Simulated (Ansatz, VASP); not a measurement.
# Zr: VASP beside Ansatz

INCAR

```
SYSTEM = Zr
  PREC = Accurate
  ENCUT = 600
  EDIFF = 1E-7
  ISMEAR = -1
  SIGMA = 0.05
  LREAL = .FALSE.
  LASPH = .TRUE.
  NELM = 100
  ALGO = Normal
  ISIF = 3
  LWAVE = .FALSE.
  LCHARG = .FALSE.
  GGA = PS
  IBRION = 2
  NSW = 80
  EDIFFG = -0.005
```

KPOINTS

```
Automatic mesh
0
G
  9 9 5
  0 0 0
```

Contents of POSCAR:

```
Zr
1.0
    3.2320000000      0.0000000000      0.0000000000
   -1.6160000000      2.7989941050      0.0000000000
    0.0000000000      0.0000000000      5.1470000000
Zr
2
Direct
    0.6666666667      0.3333333333      0.7500000000
    0.3333333333      0.6666666667      0.2500000000
```

The input input.yaml:

```yaml
crystal:
  lattice:
    - [3.232, 0.0, 0.0]
    - [-1.616, 2.798994105, 0.0]
    - [0.0, 0.0, 5.147]
  atoms:
    - { symbol: Zr, position: [0.6666666667, 0.3333333333, 0.75] }
    - { symbol: Zr, position: [0.3333333333, 0.6666666667, 0.25] }
kpoints:
  mp_grid: { grid: [9, 9, 5] }
scf:
  occupations: { method: fermi_dirac, width: 0.05 }
hamiltonian:
  xc: pbesol
  pseudopotentials: { kind: all_electron, lapw: { basis_error: 0.001 } }
output:
  forces: true
  stress: true
relax:
  f_tol: 0.005
  max_steps: 60
  cell: {}
```

Alike in both runs: task relaxation of cell and atoms; functional PBEsol; k mesh 9 × 9 × 5; occupations fermi-dirac, width 0.05 eV; no spin polarisation.

|  | VASP | Ansatz |
| --- | --- | --- |
| version | VASP 6.6.1 | Ansatz 0.2.0 |
| potentials or method | VASP PAW PBE potentials, release 64 (Zr_sv), cutoff 600 eV | all-electron LAPW, scalar-relativistic |

```tsv
	VASP	Ansatz	Ansatz less VASP
relaxed volume (Å³/atom)	22.49	22.47	-0.015
relaxed cell length with the largest relative difference (Å)	5.127	5.125	-0.0016
```

VASP's potentials were made for PBE, not for PBEsol. Ansatz ran all-electron here, and VASP with PAW potentials.
